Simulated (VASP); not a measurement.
# Si (P-1) in VASP: relaxation of the atoms with PBE+D3(BJ)

Aim: the relaxation of the atoms of Si with PBE+D3(BJ).

Program: VASP 6.6.1. These are calculated values, not measurements. Logs are shortened: lines on timing, memory, paths and dates and some standing lists are left out, and cuts for length are marked.

### 1 The cell of the first run

The typed cell holds 1 atom: a = 2.647 Å, b = 2.582 Å, c = 2.753 Å, α = 103.19°, β = 108.22°, γ = 119.91°.

### 2 Relaxation of the atoms, PBE+D3(BJ)

The input, INCAR:

```
SYSTEM = Si
ALGO = Fast
EDIFF = 1E-7
EDIFFG = -0.01
ENCUT = 520
GGA = PE
IBRION = 2
ISIF = 2
ISMEAR = 0
IVDW = 12
LASPH = .True.
LCHARG = .False.
LREAL = .False.
LWAVE = .False.
NELM = 60
NSW = 100
PREC = Accurate
SIGMA = 0.15
```

The input, KPOINTS:

```
k-points
0
Gamma
  16 16 16
  0 0 0
```

The input, POSCAR:

```
Si
1.0
   -1.6859130799      1.5396668942      1.3400172760
    1.5884541362     -1.5860492875      1.2768503167
    1.7264013977      1.6265376053     -1.3973789172
Si
1
Direct
    0.0000000000      0.0000000000      0.0000000000
```

Potentials or basis: VASP PAW PBE potentials, release 64 (Si).

Started as:

```
cat potpaw_PBE.64/Si/POTCAR > POTCAR
mpirun -np 1 vasp_std > vasp.out
```

OUTCAR:

```text
SYSTEM = Si
   EDIFF = 1E-7
   EDIFFG = -0.01
   ENCUT = 520
   GGA = PE
   IBRION = 2
   ISIF = 2
   ISMEAR = 0
   IVDW = 12
   LASPH = .True.
   LREAL = .False.
   NELM = 60
   NSW = 100
   PREC = Accurate
 IVDW          = 12

 ion  position               nearest neighbor table
   1  0.000  0.000  0.000-

  LATTYP: Found a triclinic cell.
 ALAT       =     2.5763339539
 B/A-ratio  =     1.8028170899
 C/A-ratio  =     1.0023767605
 COS(alpha) =     0.0013921018
 COS(beta)  =     0.2462548860
 COS(gamma) =     0.8620786757

  Lattice vectors:

 A1 = (  -1.6289424540,  -1.5801552120,  -1.2194886755)
 A2 = (  -3.3553438517,  -3.2066928173,   0.1778902417)
 A3 = (  -1.5884541362,   1.5860492875,  -1.2768503167)

Analysis of symmetry for initial positions (statically):
=====================================================================
 Subroutine PRICEL returns:
 Original cell was already a primitive cell.

 Routine SETGRP: Setting up the symmetry group for a
 triclinic supercell.

 Subroutine GETGRP returns: Found  2 space group operations
 (whereof  2 operations were pure point group operations)
 out of a pool of  2 trial point group operations.

The static configuration has the point symmetry S_2 .

Analysis of symmetry for dynamics (positions and initial velocities):
=====================================================================
 Subroutine PRICEL returns:
 Original cell was already a primitive cell.

 Routine SETGRP: Setting up the symmetry group for a
 triclinic supercell.

 Subroutine GETGRP returns: Found  2 space group operations
 (whereof  2 operations were pure point group operations)
 out of a pool of  2 trial point group operations.

The dynamic configuration has the point symmetry S_2 .

 Subroutine INISYM returns: Found  2 space group operations
 (whereof  2 operations are pure point group operations),
 and found     1 'primitive' translations

----------------------------------------------------------------------------------------

                                     Primitive cell

  volume of cell :      13.7078

  direct lattice vectors                    reciprocal lattice vectors
    -1.685913080  1.539666894  1.340017276     0.010174297  0.322739067  0.388235534
     1.588454136 -1.586049288  1.276850317     0.315958823  0.003096911  0.393958280
     1.726401398  1.626537605 -1.397378917     0.298462966  0.312320597  0.016651229

  length of vectors
     2.647361584  2.582457283  2.752953724     0.504966189  0.505017519  0.432321131

  position of ions in fractional coordinates (direct lattice)
     0.000000000  0.000000000  0.000000000

  ion indices of the primitive-cell ions
   primitive index   ion index
                 1           1

----------------------------------------------------------------------------------------

 KPOINTS: k-points

Automatic generation of k-mesh.
 Grid dimensions read from file:
 generate k-points for:   16   16   16

 Generating k-lattice:

  Cartesian coordinates                     Fractional coordinates (reciprocal lattice)
     0.000635894  0.020171192  0.024264721     0.062500000 -0.000000000  0.000000000
     0.019747426  0.000193557  0.024622392     0.000000000  0.062500000  0.000000000
     0.018653935  0.019520037  0.001040702     0.000000000 -0.000000000  0.062500000

  Length of vectors
     0.031560387  0.031563595  0.027020071

  Shift w.r.t. Gamma in fractional coordinates (k-lattice)
     0.000000000  0.000000000  0.000000000

 Subroutine IBZKPT returns following result:
 ===========================================

 Found   2052 irreducible k-points:

 Following reciprocal coordinates:
            Coordinates               Weight
  0.000000  0.000000  0.000000      1.000000
  0.062500  0.000000 -0.000000      2.000000
  0.125000  0.000000 -0.000000      2.000000
  0.187500  0.000000 -0.000000      2.000000
  0.250000  0.000000 -0.000000      2.000000
  0.312500  0.000000 -0.000000      2.000000
[... 16 lines left out ...]
 -0.187500  0.062500  0.000000      2.000000
 -0.125000  0.062500  0.000000      2.000000
 [... further k-points ...]
   k-points           NKPTS =   2052   k-points in BZ     NKDIM =   2052   number of bands    NBANDS=      6
   number of dos      NEDOS =    301   number of ions     NIONS =      1
   total plane-waves  NPLWV =   8000
   dimension x,y,z NGX =    20 NGY =   20 NGZ =   20
   dimension x,y,z NGXF=    40 NGYF=   40 NGZF=   40
   ions per type =               1
   NGX,Y,Z   is equivalent  to a cutoff of  12.56, 12.88, 12.08 a.u.
   NGXF,Y,Z  is equivalent  to a cutoff of  25.12, 25.75, 24.16 a.u.
 SYSTEM =  Si
   PREC   = accura    normal or accurate (medium, high low for compatibility)
   ISTART =      0    job   : 0-new  1-cont  2-samecut
   ICHARG =      2    charge: 1-file 2-atom 10-const
   ISPIN  =      1    spin polarized calculation?
   LNONCOLLINEAR =      F non collinear calculations
   LSORBIT =      F    spin-orbit coupling
   LASPH  =      T    aspherical Exc in radial PAW
   ENCUT  =  520.0 eV  38.22 Ry    6.18 a.u.   4.92  4.80  5.12*2*pi/ulx,y,z
   NELM   =     60;   NELMIN=  2; NELMDL= -5     # of ELM steps
   EDIFF  = 0.1E-06   stopping-criterion for ELM
   LREAL  =      F    real-space projection
   EDIFFG = -.1E-01   stopping-criterion for IOM
   NSW    =    100    number of steps for IOM
   IBRION =      2    ionic relax: 0-MD 1-quasi-New 2-CG
   NFREE  =      1    steps in history (QN), initial steepest desc. (CG)
   ISIF   =      2    stress and relaxation
   ISYM   =      2    0-nonsym 1-usesym 2-fastsym
   POTIM  = 0.5000    time-step for ionic-motion
   TEBEG  =    0.0;   TEEND  =   0.0 temperature during run
   PSTRESS=    0.0 pullay stress
   NELECT =       4.0000    total number of electrons
   NUPDOWN=      -1.0000    fix difference up-down
   EMIN   =  10.00;   EMAX   =-10.00  energy-range for DOS
   EFERMI =   0.00;   METHOD = LEGACY
   ISMEAR =     0;   SIGMA  =   0.15  broadening in eV -4-tet -1-fermi 0-gaus
   EFERMI_NEDOS =   21; number of points for ismear=-14 and -15
   IALGO  =     68    algorithm
   IMIX   =      4    mixing-type and parameters
     AMIX     =   0.40;   BMIX     =  1.00
     AMIX_MAG =   1.60;   BMIX_MAG =  1.00
  volume/ion in A,a.u.               =      13.71        92.50
  Fermi-wavevector in a.u.,A,eV,Ry     =   1.085857  2.051973 16.042436  1.179086
  Thomas-Fermi vector in A             =   2.221981
   LORBIT       =      0    0 simple, 1 ext, 2 COOP (PROOUT), +10 PAW based schemes
   GGA     = PE    functional components
   LHFCALC =     F    Hartree Fock is set to
   AEXX    =    0.0000 exact exchange contribution
   IVDW    =    12    specifies the selected vdW correction
   LEPSILON=     F    determine dielectric tensor
   LRPA    =     F    only Hartree local field effects (RPA)
 conjugate gradient relaxation of ions
 non-spin polarized calculation
 RMM-DIIS sequential band-by-band and
 Gauss-broadening in eV      SIGMA  =   0.15
  energy-cutoff  :      520.00
  volume of cell :       13.71
 maximum number of plane-waves:       381
   NGX =  9   NGY =  9   NGZ = 11

 number of electron       4.0000000 magnetization

 Free energy of the ion-electron system (eV)
  ---------------------------------------------------
  ext. energy  EPLUGINS =         0.00000000
  ---------------------------------------------------
  free energy    TOTEN  =        -4.92087068 eV

  energy without entropy =       -4.91647793  energy(sigma->0) =       -4.91867430

 E-fermi :  10.8121     XC(G=0): -11.4009

 val. band max:       10.8080258075   @ k =   0.1875  -0.3750   0.2500
 cond. band min:      10.8152004009   @ k =  -0.2500   0.4375   0.3125
 fundamental gap:      0.0071745934
 Fermi energy:        10.8120858139

 k-point     1 :       0.0000    0.0000    0.0000
  band No.  band energies     occupation
      1      -4.0913      2.00000
      2      20.3287      0.00000
      3      20.6496      0.00000
      4      21.6977      0.00000
      5      23.5621      0.00000
      6      24.6366      0.00000

 k-point     2 :       0.0625    0.0000   -0.0000
  band No.  band energies     occupation
      1      -3.9465      2.00000
      2      19.0017      0.00000
      3      20.8195      0.00000
      4      22.2673      0.00000
      5      23.0170      0.00000
      6      25.3120      0.00000

 k-point     3 :       0.1250    0.0000   -0.0000
  band No.  band energies     occupation
      1      -3.5130      2.00000
      2      17.6557      0.00000
      3      19.9803      0.00000
      4      20.9025      0.00000
      5      22.8040      0.00000
      6      24.6882      0.00000

 k-point     4 :       0.1875    0.0000   -0.0000
  band No.  band energies     occupation
      1      -2.7926      2.00000
      2      16.5291      0.00000
      3      18.4471      0.00000
      4      19.2068      0.00000
      5      20.7161      0.00000
      6      24.1624      0.00000

 k-point     5 :       0.2500    0.0000   -0.0000
  band No.  band energies     occupation
      1      -1.7885      2.00000
      2      15.5100      0.00000
      3      15.7252      0.00000
      4      18.4394      0.00000
      5      19.1909      0.00000
      6      22.9726      0.00000

 k-point     6 :       0.3125    0.0000   -0.0000
  band No.  band energies     occupation
      1      -0.5054      2.00000
      2      12.6738      0.00000
      3      14.9934      0.00000
      4      17.6586      0.00000
      5      18.2813      0.00000
      6      21.8386      0.00000

 k-point     7 :       0.3750    0.0000   -0.0000
  band No.  band energies     occupation
      1       1.0497      2.00000
      2       9.9075      2.00000
      3      14.5545      0.00000
      4      16.8686      0.00000
      5      17.8963      0.00000
      6      20.9212      0.00000

 k-point     8 :       0.4375    0.0000    0.0000
  band No.  band energies     occupation
      1       2.8622      2.00000
      2       7.3543      2.00000
      3      14.3136      0.00000
      4      16.3393      0.00000
      5      17.7412      0.00000
      6      20.3135      0.00000
[... 91 lines left out ...]
 k-point    19 :      -0.4375    0.0625    0.0000
  band No.  band energies     occupation
      1       1.8019      2.00000
      2       8.9780      2.00000
      3      14.2750      0.00000
      4      15.4593      0.00000
      5      17.4857      0.00000
      6      22.5550      0.00000

 k-point    20 :      -0.3750    0.0625    0.0000
  band No.  band energies     occupation
      1       0.1462      2.00000
      2      11.6539      0.00000
      3      14.5145      0.00000
      4      15.9820      0.00000
      5      17.9532      0.00000
      6      23.4789      0.00000

 k-point    21 :      -0.3125    0.0625    0.0000
  band No.  band energies     occupation
      1      -1.2415      2.00000
      2      14.3917      0.00000
      3      15.0526      0.00000
      4      16.7210      0.00000
      5      18.8110      0.00000
      6      24.5560      0.00000

 k-point    22 :      -0.2500    0.0625    0.0000
  band No.  band energies     occupation
      1      -2.3526      2.00000
      2      15.5430      0.00000
      3      17.2212      0.00000
      4      17.8470      0.00000
      5      20.1299      0.00000
      6      25.5997      0.00000

 k-point    23 :      -0.1875    0.0625    0.0000
  band No.  band energies     occupation
      1      -3.1817      2.00000
      2      16.4560      0.00000
      3      18.5428      0.00000
      4      20.0750      0.00000
      5      22.1501      0.00000
      6      25.3446      0.00000

 k-point    24 :      -0.1250    0.0625    0.0000
  band No.  band energies     occupation
      1      -3.7251      2.00000
      2      17.5717      0.00000
      3      19.7394      0.00000
      4      21.9346      0.00000
      5      23.3373      0.00000
      6      24.8926      0.00000

 [... further k-points ...]

------------------------ aborting loop because EDIFF is reached ----------------------------------------

 Edisp (eV)   -0.45355

 E8    (eV) :    -0.1856

  FORCE on cell =-STRESS in cart. coord.  units (eV):
  Direction    XX          YY          ZZ          XY          YZ          ZX
  --------------------------------------------------------------------------------------
  -------------------------------------------------------------------------------------
  Total      -0.11992     0.28679     0.00760    -0.05125    -0.05706     0.09389
  in kB     -14.01606    33.52060     0.88872    -5.98971    -6.66955    10.97455
  external pressure =        6.80 kB  Pullay stress =        0.00 kB

 VOLUME and BASIS-vectors are now :
 -----------------------------------------------------------------------------
  energy-cutoff  :      520.00
  volume of cell :       13.71
      direct lattice vectors                 reciprocal lattice vectors
    -1.685913080  1.539666894  1.340017276     0.010174297  0.322739067  0.388235534
     1.588454136 -1.586049288  1.276850317     0.315958823  0.003096911  0.393958280
     1.726401398  1.626537605 -1.397378917     0.298462966  0.312320597  0.016651229

 POSITION                                       TOTAL-FORCE (eV/Angst)
 -----------------------------------------------------------------------------------
      0.00000      0.00000      0.00000         0.000000      0.000000     -0.000000
 -----------------------------------------------------------------------------------
    total drift:                               -0.000000      0.000000      0.000000

  FREE ENERGIE OF THE ION-ELECTRON SYSTEM (eV)
  ---------------------------------------------------
  free  energy   TOTEN  =        -5.3744225667 eV

  energy  without entropy=       -5.3700298194  energy(sigma->0) =       -5.37222619

 reached required accuracy - stopping structural energy minimisation
```

Wall time 3.6 min (1 thread of Oxide Virtual Turin-like, shared host); peak memory 0.23 GiB.

Results:

- Free energy: -5.3744 eV
- Pressure after relaxing: 0.7 GPa
- Band gap on the k mesh: zero (bands 2 and 3 overlap by 13.32 eV)
- Dispersion energy per atom: -0.454 eV

Final structure:
```
Si
1.0
    -1.68591    1.53967    1.34002
     1.58845   -1.58605    1.27685
     1.72640    1.62654   -1.39738
Si
1
Direct
  0.00000 0.00000 0.00000
```

Levels at points of the mesh, in eV from the Fermi level:
| k point | band 1 | band 2 | band 3 | band 4 | band 5 | band 6 |
| --- | --- | --- | --- | --- | --- | --- |
| (0.00, 0.00, 0.00) | -14.90 | 9.52 | 9.84 | 10.89 | 12.75 | 13.82 |
| (0.50, 0.00, 0.00) | -6.21 | -5.44 | 3.43 | 5.34 | 6.89 | 9.29 |
| (0.00, 0.50, 0.00) | -6.25 | -5.40 | 4.24 | 6.32 | 7.03 | 9.32 |
| (0.50, 0.50, 0.00) | -8.35 | -7.47 | 8.58 | 10.24 | 12.40 | 13.34 |
| (0.00, 0.00, 0.50) | -8.83 | -7.58 | 9.63 | 11.42 | 12.38 | 12.64 |
| (0.50, 0.00, 0.50) | -7.05 | -6.98 | 6.10 | 6.97 | 7.80 | 10.69 |
| (0.00, 0.50, 0.50) | -6.61 | -6.23 | 4.62 | 5.92 | 6.96 | 9.71 |
| (0.50, 0.50, 0.50) | -3.00 | -1.86 | -1.53 | 1.24 | 4.53 | 6.90 |
